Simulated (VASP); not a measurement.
# Si (I4/mmm) in VASP: further runs, part 2 of 2

VASP 6.6.1. The steps go on from the part before.

## (3) Single point, LDA (strain -0.015 along x and y, +0.015 along z)

INCAR reads:

```
SYSTEM = Si
PREC = Accurate ; ENCUT = 520
EDIFF = 1E-7 ; ISMEAR = 0
SIGMA = 0.03 ; LREAL = .FALSE.
LASPH = .TRUE. ; NELM = 100
ALGO = Normal ; ISIF = 2
LWAVE = .FALSE. ; LCHARG = .TRUE.
GGA = CA ; LELF = .TRUE.
LVHAR = .TRUE. ; NBANDS = 16
```

KPOINTS reads:

```
regular mesh
0
G
  10 10 10
  0 0 0
```

POSCAR reads:

```
Si
1.0
   -3.2517527797      3.2517527797      1.9369904214
    3.2517527797     -3.2517527797      1.9369904214
    3.2517527797      3.2517527797     -1.9369904214
Si
4
Direct
    0.1788433299      0.1788433299      0.3576866598
    0.8211566701      0.8211566701      0.6423133402
    0.1788433299      0.8211566701      0.0000000000
    0.8211566701      0.1788433299      0.0000000000
```

Potentials or basis: VASP PAW LDA potentials, release 64 (Si).

Launch:

```console
> cat potpaw_LDA.64/Si/POTCAR > POTCAR
> mpirun -np 1 vasp_std > vasp.out
```

OUTCAR:

```text
SYSTEM = Si
   PREC = Accurate
   ENCUT = 520
   EDIFF = 1E-7
   ISMEAR = 0
   LREAL = .FALSE.
   LASPH = .TRUE.
   NELM = 100
   ISIF = 2
   GGA = CA

 ion  position               nearest neighbor table
   1  0.179  0.179  0.358-   3 2.33   4 2.33   2 2.34   2 2.34
   2  0.821  0.821  0.642-   3 2.33   4 2.33   1 2.34   1 2.34
   3  0.179  0.821  0.000-   1 2.33   2 2.33   4 2.34   4 2.34
   4  0.821  0.179  0.000-   1 2.33   2 2.33   3 2.34   3 2.34

  LATTYP: Found a body centered tetragonal cell.
 ALAT       =     6.5035055594
 C/A-ratio  =     0.5956757948

  Lattice vectors:

 A1 = (  -3.2517527797,   3.2517527797,   1.9369904214)
 A2 = (   3.2517527797,  -3.2517527797,   1.9369904214)
 A3 = (   3.2517527797,   3.2517527797,  -1.9369904214)

Analysis of symmetry for initial positions (statically):
=====================================================================
 Subroutine PRICEL returns:
 Original cell was already a primitive cell.

 Routine SETGRP: Setting up the symmetry group for a
 body centered tetragonal supercell.

 Subroutine GETGRP returns: Found 16 space group operations
 (whereof 16 operations were pure point group operations)
[... 173 lines left out ...]
 fundamental gap:      0.0434120455
 Fermi energy:         5.7690095444

 k-point     1 :       0.0000    0.0000    0.0000
  band No.  band energies     occupation
      1      -6.5524      2.00000
      2      -1.9300      2.00000
      3       0.0976      2.00000
      4       0.0976      2.00000
      5       1.8249      2.00000
      6       4.0958      2.00000
[... 433 lines left out ...]
      3      -1.5132      2.00000
      4       0.6002      2.00000
      5       1.4183      2.00000
      6       2.6592      2.00000
[... 8 lines left out ...]
     15      11.8525      0.00000
     16      12.3437      0.00000

 [... further k-points ...]

------------------------ aborting loop because EDIFF is reached ----------------------------------------

  FORCE on cell =-STRESS in cart. coord.  units (eV):
  Direction    XX          YY          ZZ          XY          YZ          ZX
  --------------------------------------------------------------------------------------
  -------------------------------------------------------------------------------------
  Total        1.6895077      1.6895077     -1.1667611      0.0000000      0.0000000     -0.0000000
  in kB       33.0406252     33.0406252    -22.8176038      0.0000000      0.0000000     -0.0000000
  external PRESSURE =      14.4212156 kB  Pullay stress =       0.0000000 kB

 VOLUME and BASIS-vectors are now :
 -----------------------------------------------------------------------------
  energy-cutoff  :      520.00
  volume of cell :       81.93
      direct lattice vectors                 reciprocal lattice vectors
    -3.251752780  3.251752780  1.936990421     0.000000000  0.153763227  0.258132407
     3.251752780 -3.251752780  1.936990421     0.153763227  0.000000000  0.258132407
     3.251752780  3.251752780 -1.936990421     0.153763227  0.153763227  0.000000000

 POSITION                                       TOTAL-FORCE (eV/Angst)
 -----------------------------------------------------------------------------------
      1.16311      1.16311     -0.00000         0.285128      0.285128      0.000000
      2.08864      2.08864      1.93699        -0.285128     -0.285128      0.000000
      2.08864     -2.08864      1.93699        -0.285128      0.285128     -0.000000
     -2.08864      2.08864      1.93699         0.285128     -0.285128     -0.000000
 -----------------------------------------------------------------------------------
    total drift:                               -0.000000     -0.000000      0.000000

  FREE ENERGIE OF THE ION-ELECTRON SYSTEM (eV)
  ---------------------------------------------------
  free  energy   TOTEN  =       -23.3468085638 eV

  energy  without entropy=      -23.3467249677  energy(sigma->0) =      -23.34676677
```

Run time: 4.3 min. Hardware: 1 thread of AMD EPYC 7R43 (Zen 3), shared host; peak memory 0.21 GiB.

Results:

| Property | Result |
| --- | --- |
| Free energy | -23.3468 eV |
| Pressure | 1.4 GPa |
| Largest force | 0.403 eV/Å |
| Band gap on the k mesh | zero (band 8 reaches 5.82 eV, above the bottom of band 9 at 5.78 eV) |

Forces on the atoms (eV/Å):
```
Si   0.285  0.285  0.000
Si  -0.285 -0.285  0.000
Si  -0.285  0.285  0.000
Si   0.285 -0.285  0.000
```

Caveat: the cell differs from its parent crystal (strain -0.015 along x and y, +0.015 along z).

## (4) Single point, LDA (strain -0.015 along x and y, +0.030 along z)

INCAR reads:

```
SYSTEM = Si
PREC = Accurate ; ENCUT = 520
EDIFF = 1E-7 ; ISMEAR = 0
SIGMA = 0.03 ; LREAL = .False.
LASPH = .True. ; NELM = 60
ALGO = Normal ; ISIF = 2
LWAVE = .False. ; LCHARG = .False.
NBANDS = 16
```

KPOINTS reads:

```
Automatic mesh
0
Gamma
  10 10 10
  0 0 0
```

POSCAR reads:

```
Si
1.0
   -3.2517527797      3.2517527797      1.9656158956
    3.2517527797     -3.2517527797      1.9656158956
    3.2517527797      3.2517527797     -1.9656158956
Si
4
Direct
    0.1788433299      0.1788433299      0.3576866598
    0.8211566701      0.8211566701      0.6423133402
    0.1788433299      0.8211566701      0.0000000000
    0.8211566701      0.1788433299      0.0000000000
```

Launch:

```console
> cat potpaw_LDA.64/Si/POTCAR > POTCAR
> mpirun -np 1 vasp_std > vasp.out
```

Wall time 4.1 min (1 thread of AMD EPYC 7R43 (Zen 3), shared host); peak memory 0.2 GiB.

Results (log left out):

```yaml
Free_energy: -23.3187 eV
Pressure: 0.1 GPa
Largest_force: 0.548 eV/Å
Band_gap_on_the_k_mesh: zero (band 8 reaches 5.68 eV, above the bottom of band 9 at 5.61 eV)
```

Forces on the atoms (eV/Å):
```
Si   0.388  0.388  0.000
Si  -0.388 -0.388  0.000
Si  -0.388  0.388  0.000
Si   0.388 -0.388  0.000
```

Stress tensor (GPa, compression positive):
```
 2.77  0.00  0.00
 0.00  2.77  0.00
 0.00  0.00 -5.15
```

Levels at points of the mesh, in eV from the Fermi level:
| k point | band 5 | band 6 | band 7 | band 8 | band 9 | band 10 | band 11 | band 12 |
| --- | --- | --- | --- | --- | --- | --- | --- | --- |
| (0.00, 0.00, 0.00) | -3.87 | -1.68 | -1.68 | -0.65 | 1.01 | 1.52 | 1.52 | 2.35 |
| (0.50, 0.00, 0.00) | -4.42 | -3.58 | -2.48 | -1.27 | 0.80 | 2.55 | 3.05 | 3.52 |
| (0.50, 0.50, 0.00) | -2.82 | -2.29 | -1.85 | -1.72 | 1.20 | 1.54 | 1.94 | 4.16 |
| (0.50, 0.50, 0.50) | -3.31 | -0.26 | -0.16 | 0.09 | 0.09 | 3.07 | 3.96 | 4.26 |

Caveat: the cell differs from its parent crystal (strain -0.015 along x and y, +0.030 along z).

## (5) Single point, LDA (strain +0.015 along x and y, -0.030 along z)

INCAR reads:

```
PREC = Accurate ; ENCUT = 520
EDIFF = 1E-6 ; ISMEAR = 0
SIGMA = 0.03 ; LREAL = F
LASPH = T ; NELM = 60
ALGO = Normal ; ISIF = 2
LWAVE = F ; LCHARG = F
GGA = CA ; NBANDS = 16
```

KPOINTS reads:

```
Automatic mesh
0
Gamma
  10 10 10
```

POSCAR reads:

```
Si
1.0
   -3.3507909355      3.3507909355      1.8511139988
    3.3507909355     -3.3507909355      1.8511139988
    3.3507909355      3.3507909355     -1.8511139988
Si
4
Direct
    0.1788433299      0.1788433299      0.3576866598
    0.8211566701      0.8211566701      0.6423133402
    0.1788433299      0.8211566701      0.0000000000
    0.8211566701      0.1788433299      0.0000000000
```

Potentials or basis: VASP PAW LDA potentials, release 64 (Si).

Launch:

```console
> cat potpaw_LDA.64/Si/POTCAR > POTCAR
> mpirun -np 1 vasp_std > vasp.out
```

OUTCAR:

```text
PREC = Accurate
   ENCUT = 520
   EDIFF = 1E-6
   ISMEAR = 0
   LREAL = F
   LASPH = T
   NELM = 60
   ISIF = 2
   GGA = CA

 ion  position               nearest neighbor table
   1  0.179  0.179  0.358-   2 2.29   2 2.29   3 2.40   4 2.40
   2  0.821  0.821  0.642-   1 2.29   1 2.29   4 2.40   3 2.40
   3  0.179  0.821  0.000-   4 2.29   4 2.29   2 2.40   1 2.40
   4  0.821  0.179  0.000-   3 2.29   3 2.29   2 2.40   1 2.40

  LATTYP: Found a body centered tetragonal cell.
 ALAT       =     6.7015818710
 C/A-ratio  =     0.5524409115

  Lattice vectors:

 A1 = (  -3.3507909355,   3.3507909355,   1.8511139988)
 A2 = (   3.3507909355,  -3.3507909355,   1.8511139988)
 A3 = (   3.3507909355,   3.3507909355,  -1.8511139988)

Analysis of symmetry for initial positions (statically):
=====================================================================
 Subroutine PRICEL returns:
 Original cell was already a primitive cell.

 Routine SETGRP: Setting up the symmetry group for a
 body centered tetragonal supercell.

[... 165 lines left out ...]
  ext. energy  EPLUGINS =         0.00000000
  ---------------------------------------------------
  free energy    TOTEN  =       -23.31723994 eV

  energy without entropy =      -23.31723994  energy(sigma->0) =      -23.31723994

 E-fermi :   5.6594     XC(G=0):  -9.3859

 val. band max:        5.5130135456   @ k =   0.5000   0.5000   0.5000
 cond. band min:       5.8048866933   @ k =  -0.1000  -0.2000   0.1000
 fundamental gap:      0.2918731476
 Fermi energy:         5.6593950646

 k-point     1 :       0.0000    0.0000    0.0000
  band No.  band energies     occupation
      1      -6.5908      2.00000
      2      -2.5992      2.00000
      3      -0.0577      2.00000
      4      -0.0577      2.00000
      5       1.7536      2.00000
      6       4.3224      2.00000
[... 433 lines left out ...]
      3      -1.4937      2.00000
      4       0.5702      2.00000
      5       1.2512      2.00000
      6       2.5245      2.00000
[... 8 lines left out ...]
     15      11.8915      0.00000
     16      12.7016      0.00000

 [... further k-points ...]
[... 5 lines left out ...]
  --------------------------------------------------------------------------------------
  -------------------------------------------------------------------------------------
  Total       -1.2073428     -1.2073428      3.1318615      0.0000000      0.0000000      0.0000000
  in kB      -23.2676942    -23.2676942     60.3566752      0.0000000      0.0000000      0.0000000
  external PRESSURE =       4.6070956 kB  Pullay stress =       0.0000000 kB

 VOLUME and BASIS-vectors are now :
 -----------------------------------------------------------------------------
  energy-cutoff  :      520.00
  volume of cell :       83.14
      direct lattice vectors                 reciprocal lattice vectors
    -3.350790936  3.350790936  1.851113999     0.000000000  0.149218501  0.270107622
     3.350790936 -3.350790936  1.851113999     0.149218501  0.000000000  0.270107622
     3.350790936  3.350790936 -1.851113999     0.149218501  0.149218501  0.000000000

 POSITION                                       TOTAL-FORCE (eV/Angst)
 -----------------------------------------------------------------------------------
      1.19853      1.19853     -0.00000        -0.361883     -0.361883      0.000000
      2.15226      2.15226      1.85111         0.361883      0.361883     -0.000000
      2.15226     -2.15226      1.85111         0.361883     -0.361883     -0.000000
     -2.15226      2.15226      1.85111        -0.361883      0.361883     -0.000000
 -----------------------------------------------------------------------------------
    total drift:                               -0.000000     -0.000000      0.000000

  FREE ENERGIE OF THE ION-ELECTRON SYSTEM (eV)
  ---------------------------------------------------
  free  energy   TOTEN  =       -23.3172399384 eV

  energy  without entropy=      -23.3172399384  energy(sigma->0) =      -23.31723994
```

OSZICAR:

```text
N       E                     dE             d eps       ncg     rms          rms(c)
DAV:   1     0.235051310190E+02    0.23505E+02   -0.58916E+03  3264   0.814E+02
DAV:   2    -0.219911567835E+02   -0.45496E+02   -0.41268E+02  4432   0.119E+02
DAV:   3    -0.239113553197E+02   -0.19202E+01   -0.19060E+01  4408   0.230E+01
DAV:   4    -0.239367287798E+02   -0.25373E-01   -0.25368E-01  4136   0.341E+00
DAV:   5    -0.239372627295E+02   -0.53395E-03   -0.53393E-03  4552   0.471E-01    0.722E+00
DAV:   6    -0.235056646855E+02    0.43160E+00   -0.19119E-01  3784   0.201E+00    0.431E+00
DAV:   7    -0.233163538551E+02    0.18931E+00   -0.34361E-01  3952   0.273E+00    0.377E-01
DAV:   8    -0.233171936613E+02   -0.83981E-03   -0.28719E-02  3872   0.891E-01    0.129E-01
DAV:   9    -0.233172076571E+02   -0.13996E-04   -0.93834E-04  4624   0.173E-01    0.927E-02
DAV:  10    -0.233172546312E+02   -0.46974E-04   -0.16495E-04  3968   0.646E-02    0.257E-02
DAV:  11    -0.233172404253E+02    0.14206E-04   -0.23677E-05  4080   0.255E-02    0.651E-03
DAV:  12    -0.233172399384E+02    0.48696E-06   -0.39997E-06  4344   0.998E-03
   1 F= -.23317240E+02 E0= -.23317240E+02  d E =-.134504E-13
```

stdout:

```text
POSCAR found type information on POSCAR Si
 POSCAR found :  1 types and       4 ions
 scaLAPACK will be used
 LDA part: xc-table for (Slater(with rela. corr.)+CA(PZ))
 , standard interpolation
 POSCAR, INCAR and KPOINTS ok, starting setup
 FFT: planning ... GRIDC
 FFT: planning ... GRID_SOFT
 FFT: planning ... GRID
 WAVECAR not read
 entering main loop
```

Wall time 4.7 min (1 thread of AMD EPYC 7R43 (Zen 3), shared host); peak memory 0.2 GiB.

What came out:

| Property | Result |
| --- | --- |
| Free energy | -23.3172 eV |
| Pressure | 0.5 GPa |
| Largest force | 0.512 eV/Å |
| Band gap on the k mesh | 0.29 eV, indirect (least direct gap 0.83 eV) |

Forces in eV/Å, atoms in the order of the input:
```
Si  -0.362 -0.362  0.000
Si   0.362  0.362  0.000
Si   0.362 -0.362  0.000
Si  -0.362  0.362  0.000
```

Levels at points of the mesh, in eV from the valence-band top:
| k point | band 5 | band 6 | band 7 | band 8 | band 9 | band 10 | band 11 | band 12 |
| --- | --- | --- | --- | --- | --- | --- | --- | --- |
| (0.00, 0.00, 0.00) | -3.76 | -1.19 | -1.19 | -0.41 | 1.42 | 1.42 | 1.87 | 2.59 |
| (0.50, 0.00, 0.00) | -4.37 | -3.50 | -2.28 | -1.50 | 0.75 | 2.21 | 2.90 | 3.46 |
| (0.50, 0.50, 0.00) | -2.90 | -2.08 | -1.65 | -1.31 | 1.88 | 2.03 | 2.27 | 3.83 |
| (0.50, 0.50, 0.50) | -2.54 | -0.02 | 0.00 | 0.00 | 0.83 | 3.11 | 3.23 | 4.09 |

Caveat: the cell differs from its parent crystal (strain +0.015 along x and y, -0.030 along z). A k mesh can miss the band edges.

## (6) Single point, LDA (strain +0.000 along x and y, +0.015 along z)

INCAR reads:

```
ALGO = Normal ; EDIFF = 1E-6
ENCUT = 520 ; GGA = CA
ISIF = 2 ; ISMEAR = 0
LASPH = True ; LCHARG = False
LREAL = False ; LWAVE = False
NBANDS = 16 ; NELM = 60
PREC = Accurate ; SIGMA = 0.03
```

KPOINTS reads:

```
k-points
0
Gamma
  10 10 10
```

POSCAR reads:

```
Si
1.0
   -3.3012718576      3.3012718576      1.9369904214
    3.3012718576     -3.3012718576      1.9369904214
    3.3012718576      3.3012718576     -1.9369904214
Si
4
Direct
    0.1788433299      0.1788433299      0.3576866598
    0.8211566701      0.8211566701      0.6423133402
    0.1788433299      0.8211566701      0.0000000000
    0.8211566701      0.1788433299      0.0000000000
```

Potentials or basis: VASP PAW LDA potentials, release 64 (Si).

Launch:

```console
> cat potpaw_LDA.64/Si/POTCAR > POTCAR
> mpirun -np 1 vasp_std > vasp.out
```

OUTCAR:

```text
EDIFF = 1E-6
   ENCUT = 520
   GGA = CA
   ISIF = 2
   ISMEAR = 0
   LASPH = True
   LREAL = False
   NELM = 60
   PREC = Accurate

 ion  position               nearest neighbor table
   1  0.179  0.179  0.358-   2 2.35   2 2.35   3 2.36   4 2.36
   2  0.821  0.821  0.642-   1 2.35   1 2.35   4 2.36   3 2.36
   3  0.179  0.821  0.000-   4 2.35   4 2.35   2 2.36   1 2.36
   4  0.821  0.179  0.000-   3 2.35   3 2.35   2 2.36   1 2.36

  LATTYP: Found a body centered tetragonal cell.
 ALAT       =     6.6025437152
[... 648 lines left out ...]
     16      12.0585      0.00000

 [... further k-points ...]
[... 5 lines left out ...]
  --------------------------------------------------------------------------------------
  -------------------------------------------------------------------------------------
  Total       -0.1724461     -0.1724461     -1.6495590      0.0000000      0.0000000      0.0000000
  in kB       -3.2720046     -3.2720046    -31.2988516      0.0000000      0.0000000      0.0000000
  external PRESSURE =     -12.6142869 kB  Pullay stress =       0.0000000 kB

 VOLUME and BASIS-vectors are now :
 -----------------------------------------------------------------------------
  energy-cutoff  :      520.00
  volume of cell :       84.44
      direct lattice vectors                 reciprocal lattice vectors
    -3.301271858  3.301271858  1.936990421     0.000000000  0.151456778  0.258132407
     3.301271858 -3.301271858  1.936990421     0.151456778  0.000000000  0.258132407
     3.301271858  3.301271858 -1.936990421     0.151456778  0.151456778  0.000000000

 POSITION                                       TOTAL-FORCE (eV/Angst)
 -----------------------------------------------------------------------------------
      1.18082      1.18082     -0.00000         0.098057      0.098057      0.000000
      2.12045      2.12045      1.93699        -0.098057     -0.098057     -0.000000
      2.12045     -2.12045      1.93699        -0.098057      0.098057      0.000000
     -2.12045      2.12045      1.93699         0.098057     -0.098057      0.000000
 -----------------------------------------------------------------------------------
    total drift:                               -0.000000     -0.000000      0.000000

  FREE ENERGIE OF THE ION-ELECTRON SYSTEM (eV)
  ---------------------------------------------------
  free  energy   TOTEN  =       -23.3696956616 eV

  energy  without entropy=      -23.3696925669  energy(sigma->0) =      -23.36969411
```

OSZICAR:

```text
N       E                     dE             d eps       ncg     rms          rms(c)
DAV:   1     0.235091381535E+02    0.23509E+02   -0.58988E+03  3264   0.813E+02
DAV:   2    -0.220183736494E+02   -0.45528E+02   -0.40889E+02  4456   0.117E+02
DAV:   3    -0.239523926499E+02   -0.19340E+01   -0.19127E+01  4328   0.230E+01
DAV:   4    -0.239785506148E+02   -0.26158E-01   -0.26152E-01  4192   0.344E+00
DAV:   5    -0.239790988766E+02   -0.54826E-03   -0.54825E-03  4504   0.475E-01    0.706E+00
DAV:   6    -0.235478743667E+02    0.43122E+00   -0.20487E-01  3696   0.217E+00    0.420E+00
DAV:   7    -0.233696773065E+02    0.17820E+00   -0.33063E-01  3944   0.271E+00    0.444E-01
DAV:   8    -0.233695368312E+02    0.14048E-03   -0.34546E-02  3808   0.102E+00    0.219E-01
DAV:   9    -0.233696998800E+02   -0.16305E-03   -0.18421E-03  4432   0.246E-01    0.942E-02
DAV:  10    -0.233696930608E+02    0.68192E-05   -0.34428E-04  4096   0.964E-02    0.354E-02
DAV:  11    -0.233696969285E+02   -0.38677E-05   -0.23711E-05  4336   0.270E-02    0.146E-02
DAV:  12    -0.233696957416E+02    0.11870E-05   -0.56505E-06  4032   0.126E-02    0.322E-03
DAV:  13    -0.233696956616E+02    0.79951E-07   -0.88070E-07  2456   0.515E-03
   1 F= -.23369696E+02 E0= -.23369694E+02  d E =-.309467E-05
```

stdout:

```text
POSCAR found type information on POSCAR Si
 POSCAR found :  1 types and       4 ions
 scaLAPACK will be used
 LDA part: xc-table for (Slater(with rela. corr.)+CA(PZ))
 , standard interpolation
 POSCAR, INCAR and KPOINTS ok, starting setup
 FFT: planning ... GRIDC
 FFT: planning ... GRID_SOFT
 FFT: planning ... GRID
 WAVECAR not read
 entering main loop
```

Wall time 4.3 min (1 thread of AMD EPYC 7R43 (Zen 3), shared host); peak memory 0.2 GiB.

What came out:

```yaml
Free_energy: -23.3697 eV
Pressure: -1.3 GPa
Largest_force: 0.139 eV/Å
Band_gap_on_the_k_mesh: 0.10 eV, direct
```

Forces on the atoms (eV/Å):
```
Si   0.098  0.098  0.000
Si  -0.098 -0.098  0.000
Si  -0.098  0.098  0.000
Si   0.098 -0.098  0.000
```

Stress tensor (GPa, compression positive):
```
-0.33  0.00  0.00
 0.00 -0.33  0.00
 0.00  0.00 -3.13
```

Caveat: the cell differs from its parent crystal (strain +0.000 along x and y, +0.015 along z).

## (7) Summary

```csv
cell,gap on the mesh (eV),pressure (GPa),largest force (eV/Å)
"a = 5.033 Å, angles 98.0, 98.0, 136.1°, 4 atoms",0.18,1.5,0.16
"a = 4.990 Å, angles 98.7, 98.7, 134.3°, 4 atoms",none,1.4,0.40
"a = 5.001 Å, angles 98.9, 98.9, 133.7°, 4 atoms",none,0.1,0.55
"a = 5.087 Å, angles 97.6, 97.6, 137.3°, 4 atoms",0.29,0.5,0.51
"a = 5.055 Å, angles 98.4, 98.4, 134.9°, 4 atoms",0.10,-1.3,0.14
```

Alike in all rows: task single point; level LDA; potentials or basis VASP PAW LDA potentials, release 64 (Si); no spin polarisation; k mesh 10 × 10 × 10; cutoff (eV) 520; smearing gaussian 0.03 eV.

Total energies depend on the potentials used, so only differences within one code and one set of settings carry meaning.
